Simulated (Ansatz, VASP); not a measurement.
## Ru: VASP beside Ansatz

```xyz
2
Lattice="2.6751 0.0000 0.0000 -1.3375 2.3167 0.0000 0.0000 0.0000 4.2228" Properties=species:S:1:pos:R:3 pbc="T T T"
Ru    0.0000    0.0000    0.0000
Ru    0.0000    1.5444    2.1114
```

Alike in both runs: functional LDA; k mesh 23 × 23 × 13; no spin polarisation.

Ansatz relaxed the structure, and its values are those at the end. VASP's run is a single point on that final structure, the one shown.

```csv
,VASP,Ansatz
version,VASP 6.6.1,Ansatz 0.2.0
potentials or method,"VASP PAW LDA potentials, release 64 (Ru_pv)","plane-wave PAW, scalar-relativistic"
plane-wave cutoff (eV),520,420
occupations,"methfessel-paxton of order 1, width 0.1 eV","cold, width 0.1 eV"
valence electrons in the cell,28,32
```

Ansatz gave:

```
pressure (GPa) : 0.0
```

**Question.** Estimate VASP's values.

**Answer.** Pressure (GPa): 1.0.

LDA's correlation is that of Perdew and Zunger in VASP and of Perdew and Wang (1992) in Ansatz. VASP's potentials hold 28 valence electrons a cell and Ansatz's 32, so a difference there can come from the potentials and not from the codes.
